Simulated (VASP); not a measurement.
Input of a VASP 6.6.1 run:

Contents of INCAR:

```
PREC = Accurate
ENCUT = 520
EDIFF = 1E-6
ISMEAR = -1
SIGMA = 0.05
LREAL = False
LASPH = True
NELM = 100
ALGO = Normal
ISIF = 2
LWAVE = False
LCHARG = True
GGA = PE
LELF = True
LVHAR = True
NBANDS = 33
```

The input KPOINTS:

```
Automatic mesh
0
Gamma
  10 10 10
```

POSCAR

```
TiO2
1.0
   -1.9000534378      1.9000534378      4.8459517898
    1.9000534378     -1.9000534378      4.8459517898
    1.9000534378      1.9000534378     -4.8459517898
Ti O
2 4
Direct
    0.7500000000      0.2500000000      0.5000000000
    0.0000000000      0.0000000000      0.0000000000
    0.7933759755      0.7933759755      0.0000000000
    0.5433759755      0.0433759755      0.5000000000
    0.9566240245      0.4566240245      0.5000000000
    0.2066240245      0.2066240245      0.0000000000
```

Potentials or basis: VASP PAW PBE potentials, release 64 (Ti_sv, O).

Run with:

```bash
$ cat potpaw_PBE.64/Ti_sv/POTCAR potpaw_PBE.64/O/POTCAR > POTCAR
$ mpirun -np 1 vasp_std > vasp.out
```

Task: Estimate the largest force.

Result: 0.010 eV/Å.

Task: Estimate the pressure.

Result: 0.6 GPa.

Forces on the atoms (eV/Å):
```
Ti   0.000  0.000  0.000
Ti   0.000  0.000  0.000
O    0.000  0.000 -0.010
O    0.000  0.000 -0.010
O    0.000  0.000  0.010
O    0.000  0.000  0.010
```
